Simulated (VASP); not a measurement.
Write the native input for VASP 6.6.1 that does the following.

| Quantity | Value |
| --- | --- |
| Task | single point |
| Functional | PBEsol |
| Potentials or basis | VASP PAW PBE potentials, release 64 (Fe) |
| Cutoff | 520 eV |
| k mesh | 17 × 17 × 9 |
| Occupations | fermi-dirac, width 0.1 eV |
| Spin | no spin polarisation |
| Dipole correction | no |
| Further INCAR settings | ALGO = Normal; EDIFF = 1e-06; NBANDS = 15 |

The structure of Fe lies in POSCAR:

```
Fe
1.0
    2.4299880582      0.0000000000      0.0000000000
   -1.2149940291      2.1044313892      0.0000000000
    0.0000000000      0.0000000000      3.8428389674
Fe
2
Direct
    0.3333333333      0.6666666667      0.2500000000
    0.6666666667      0.3333333333      0.7500000000
```

The input as run:

INCAR

```
  PREC = Accurate
  ENCUT = 520
  EDIFF = 1E-6
  ISMEAR = -1
  SIGMA = 0.1
  LREAL = False
  LASPH = True
  NELM = 100
  ALGO = Normal
  ISIF = 2
  LWAVE = False
  LCHARG = False
  GGA = PS
  NBANDS = 15
```

KPOINTS

```
regular mesh
0
Gamma
  17 17 9
```

Potentials or basis: VASP PAW PBE potentials, release 64 (Fe).

Command:

```bash
$ cat potpaw_PBE.64/Fe/POTCAR > POTCAR
$ mpirun -np 1 vasp_std > vasp.out
```

It gave:

```json
{
 "Pressure": "-0.4 GPa",
 "Band gap on the k mesh": "zero (band 8 reaches 8.11 eV, above the bottom of band 9 at 6.12 eV)"
}
```

Caveat: the PAW data sets were made with another functional, which shifts forces and pressure a little; the run has no spin polarisation, though such a crystal can be magnetic.

Wall time 76 s on 1 thread of AMD EPYC 7R13, with other jobs on the host, peak memory 0.13 GiB.
